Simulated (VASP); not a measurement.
## Rh: single point with PBE

Rh:

```
Rh
1.0
     0.00000    1.89785    1.89785
     1.89785    0.00000    1.89785
     1.89785    1.89785    0.00000
Rh
1
Direct
  0.00000 0.00000 0.00000
```

- Program: VASP 6.6.1
- Task: single point
- Functional: PBE
- Potentials or basis: VASP PAW PBE potentials, release 64 (Rh_pv)
- Cutoff: 520 eV
- k mesh: 6 × 6 × 6
- Occupations: fermi-dirac, width 0.03 eV
- Spin: no spin polarisation

The pressure is 9.0 GPa and the band gap on the k mesh is zero (an odd number of electrons rules out a gap without spin polarisation).

Levels at points of the mesh, in eV from the Fermi level:
```csv
k point,band 4,band 5,band 6,band 7,band 8,band 9,band 10,band 11
"(0.00, 0.00, 0.00)",-7.84,-2.94,-2.94,-2.94,-0.84,-0.84,16.17,20.67
"(0.50, 0.00, 0.00)",-6.00,-3.02,-3.02,0.74,0.74,0.89,8.87,15.66
"(0.50, 0.50, 0.00)",-6.21,-5.83,0.70,1.17,1.17,3.44,12.51,13.52
```

Run time: 4.7 s on 1 thread of Intel(R) Xeon(R) Platinum 8488C (Sapphire Rapids), on a shared host, peak memory 0.12 GiB.

Caveat: the k points lie up to 0.48 Å⁻¹ apart, too coarse for converged energies and pressures of a metal.
